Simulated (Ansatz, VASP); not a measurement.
One calculation of Nb, two programs

Contents of POSCAR:

```
Nb
1.0
    0.0000000000      2.1150000000      2.1150000000
    2.2207500000      0.0000000000      2.1150000000
    2.2207500000      2.1150000000      0.0000000000
Nb
1
Direct
    0.0000000000      0.0000000000      0.0000000000
```

File INCAR.step1:

```
PREC     = Accurate       # precision mode
ENCUT    = 520            # plane-wave cutoff, eV
ISMEAR   = 0              # smearing method
SIGMA    = 0.15           # smearing width, eV
LREAL    = F              # projectors in reciprocal space
LASPH    = T              # aspherical terms in the spheres
NELM     = 80             # most SCF steps
NBANDS   = 12             # bands
GGA      = PE             # functional
ALGO     = Normal         # electronic algorithm
EDIFF    = 1E-4           # SCF threshold, eV
LWAVE    = T              # write WAVECAR
LCHARG   = F              # write CHGCAR
```

Contents of INCAR.step2:

```
PREC     = Accurate       # precision mode
ENCUT    = 520            # plane-wave cutoff, eV
EDIFF    = 1E-6           # SCF threshold, eV
ISMEAR   = 0              # smearing method
SIGMA    = 0.15           # smearing width, eV
LREAL    = F              # projectors in reciprocal space
LASPH    = T              # aspherical terms in the spheres
NELM     = 80             # most SCF steps
ALGO     = Normal         # electronic algorithm
ISIF     = 2              # what is computed and relaxed
LWAVE    = F              # write WAVECAR
LCHARG   = T              # write CHGCAR
METAGGA  = R2SCAN         # meta-GGA
LMIXTAU  = T            
LELF     = T              # ELF
LVHAR    = T            
NBANDS   = 12             # bands
ISTART   = 1
```

File KPOINTS:

```
regular mesh
0
Gamma
  20 20 20
```

Input for Ansatz:

```yaml
crystal:
  lattice:
    - [0.0, 2.115, 2.115]
    - [2.22075, 0.0, 2.115]
    - [2.22075, 2.115, 0.0]
  atoms:
    - { symbol: Nb, position: [0.0, 0.0, 0.0] }
basis:
  ecutwfc: 500
kpoints:
  mp_grid: { grid: [20, 20, 20] }
hamiltonian:
  xc: r2scan
scf:
  occupations: { method: gaussian, width: 0.15 }
output:
  forces: true
  stress: true
  eigenvalues: true
```

Change from the starting cell: strain +0.0500 x Voigt [1, 0, 0, 0, 0, 0], atoms carried along.

Alike in both runs: task single point; functional r2SCAN; k mesh 20 × 20 × 20; occupations gaussian, width 0.15 eV; no spin polarisation.

|  | VASP | Ansatz |
| --- | --- | --- |
| version | VASP 6.6.1 | Ansatz 0.2.0 |
| potentials or method | VASP PAW PBE potentials, release 64 (Nb_sv), cutoff 520 eV | scalar-relativistic, plane waves, PAW |
| valence electrons in the cell | 13 | 13 |

|  | VASP | Ansatz | Ansatz less VASP |
| --- | --- | --- | --- |
| gap on the k mesh at the Fermi level (eV) | none | none | - |
| pressure (GPa) | -9.9 | -9.7 | +0.19 |
| traceless stress, the component that is largest in VASP (GPa) | 6.10 | 6.13 | +0.032 |

VASP's potentials were made for PBE, not for r2SCAN. A gap of «none» marks a metal or a gap that the smearing closes.
